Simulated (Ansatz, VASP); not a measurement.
## Te in VASP and in Ansatz

The input INCAR:

```
SYSTEM = Te
PREC = Accurate
ENCUT = 520
EDIFF = 1E-8
ISMEAR = -1
SIGMA = 0.05
LREAL = .FALSE.
LASPH = .TRUE.
NELM = 100
ALGO = Normal
ISIF = 2
LWAVE = .FALSE.
LCHARG = .FALSE.
GGA = PE
LEFG = .TRUE.
NBANDS = 16
```

The input KPOINTS:

```
regular mesh
0
G
  8 8 8
  0 0 0
```

Contents of POSCAR:

```
Te
1.0
    4.3171426514     -2.4177059245      0.0000000000
    4.3171426514      2.4177059245      0.0000000000
   -0.1330084927      0.0000000000      4.0349648028
Te
3
Direct
    0.6760000000      0.6760000000      0.6750000000
    0.3240000000      0.3240000000      0.3250000000
    0.0000000000      0.0000000000      0.0000000000
```

Input for Ansatz:

```yaml
crystal:
  lattice:
    - [4.3171426514, -2.4177059245, 0.0]
    - [4.3171426514, 2.4177059245, 0.0]
    - [-0.1330084927, 0.0, 4.0349648028]
  atoms:
    - { symbol: Te, position: [0.676, 0.676, 0.675] }
    - { symbol: Te, position: [0.324, 0.324, 0.325] }
    - { symbol: Te, position: [0.0, 0.0, 0.0] }
kpoints:
  mp_grid: { grid: [8, 8, 8] }
scf:
  occupations: { method: fermi_dirac, width: 0.05 }
hamiltonian:
  xc: pbe
  pseudopotentials: { kind: all_electron, datasets: crystal }
output:
  forces: true
  stress: true
  eigenvalues: true
  efg: { contact_densities: true }
```

Change from the starting cell: volume scaled by 1.06, crystal datasets.

Alike in both runs: task electric field gradients; functional PBE; k mesh 8 × 8 × 8; occupations fermi-dirac, width 0.05 eV; no spin polarisation.

```csv
,VASP,Ansatz
version,VASP 6.6.1,Ansatz 0.2.0
potentials or method,"VASP PAW PBE potentials, release 64 (Te), cutoff 520 eV","all-electron PAW with datasets made for the crystal, scalar-relativistic"
```

Ansatz gave:

```
pressure (GPa)                                                : 4.6
traceless stress, the component that is largest in VASP (GPa) : 1.85
rms of the force components (eV/Å)                            : 0.165
size of Vzz on the site where it differs most (V/Å²)          : 328.5
```

Estimate VASP's values.

pressure (GPa): 4.5; traceless stress, the component that is largest in VASP (GPa): 1.85; rms of the force components (eV/Å): 0.166; size of Vzz on the site where it differs most (V/Å²): 317.4.

Atom by atom the forces differ by 0.001 eV/Å (rms over components). Ansatz ran all-electron here, and VASP with PAW potentials.

Neither program's run includes spin-orbit coupling.
